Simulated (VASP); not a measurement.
A run of VASP 6.6.1 is set up as follows.

Contents of INCAR:

```
  ALGO = Normal
  EDIFF = 1E-6
  EDIFFG = -0.005
  ENCUT = 600
  GGA = PE
  IBRION = 2
  ISIF = 3
  ISMEAR = -1
  IVDW = 13
  LASPH = T
  LCHARG = F
  LREAL = F
  LWAVE = F
  NELM = 60
  NSW = 80
  PREC = Accurate
  SIGMA = 0.02
```

KPOINTS

```
k-points
0
Gamma
  6 6 6
```

File POSCAR:

```
SnO
1.0
    3.8352661208      0.0000000000      0.0000000000
    0.0000000000      3.8352661208      0.0000000000
    0.0000000000      0.0000000000      4.7605543944
Sn O
2 2
Direct
    0.5000000000      0.0000000000      0.2435793413
    0.0000000000      0.5000000000      0.7564206587
    0.0000000000      0.0000000000      0.0000000000
    0.5000000000      0.5000000000      0.0000000000
```

Potentials or basis: VASP PAW PBE potentials, release 64 (Sn_d, O).

Run with:

```sh
$ cat potpaw_PBE.64/Sn_d/POTCAR potpaw_PBE.64/O/POTCAR > POTCAR
$ mpirun -np 1 vasp_std > vasp.out
```

Question: Predict the band gap on the k mesh.

Answer: Zero (bands 20 and 21 overlap by 0.11 eV).

Question: What does it give for the relaxed cell?

Answer: a = 3.830 Å, b = 3.830 Å, c = 4.714 Å, α = 90.00°, β = 90.00°, γ = 90.00°.

Question: Predict the space group after relaxing (to 0.1 Å).

Answer: P4/nmm (No. 129).

Final structure:
```
Sn O
1.0
     3.83041    0.00000    0.00000
     0.00000    3.83041    0.00000
     0.00000    0.00000    4.71385
Sn O
2 2
Direct
  0.50000 0.00000 0.24705
  0.00000 0.50000 0.75295
  0.00000 0.00000 0.00000
  0.50000 0.50000 0.00000
```

Caveat: semilocal functionals underestimate gaps, and a narrow one can read as zero; spin-orbit coupling is left out, which moves the levels of the heavy elements.
